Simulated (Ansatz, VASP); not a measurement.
**BaS in VASP and in Ansatz**

```
Ba S
1.0
     0.00000    3.19375    3.19375
     3.19375    0.00000    3.19375
     3.19375    3.19375    0.00000
Ba S
1 1
Direct
  0.00000 0.00000 0.00000
  0.50000 0.50000 0.50000
```

Alike in both runs: task relaxation of cell and atoms; functional HF; k mesh 4 × 4 × 4; occupations fermi-dirac, width 0.05 eV; no spin polarisation.

|  | VASP | Ansatz |
| --- | --- | --- |
| version | VASP 6.6.1 | Ansatz 0.2.0 |
| potentials or method | VASP PAW PBE potentials, release 64 (Ba_sv, S) | Ansatz PAW |
| plane-wave cutoff (eV) | 600 | 420 |
| valence electrons in the cell | 16 | 16 |

|  | VASP | Ansatz | Ansatz less VASP |
| --- | --- | --- | --- |
| gap on the k mesh at the Fermi level, each at its own relaxed structure (eV) | 9.18 | 9.18 | -0.005 |
| relaxed volume (Å³/atom) | 36.41 | 36.33 | -0.082 |
| relaxed cell length with the largest relative difference (Å) | 4.687 | 4.684 | -0.0035 |

VASP's potentials were made for PBE, not for HF.

The k mesh is coarse, so the values compare programs but aren't converged. Neither program's run includes spin-orbit coupling. Noted on Ansatz's run: the plane-wave basis is chosen anew once the cell has moved, so the energies of steps on either side of that aren't comparable.
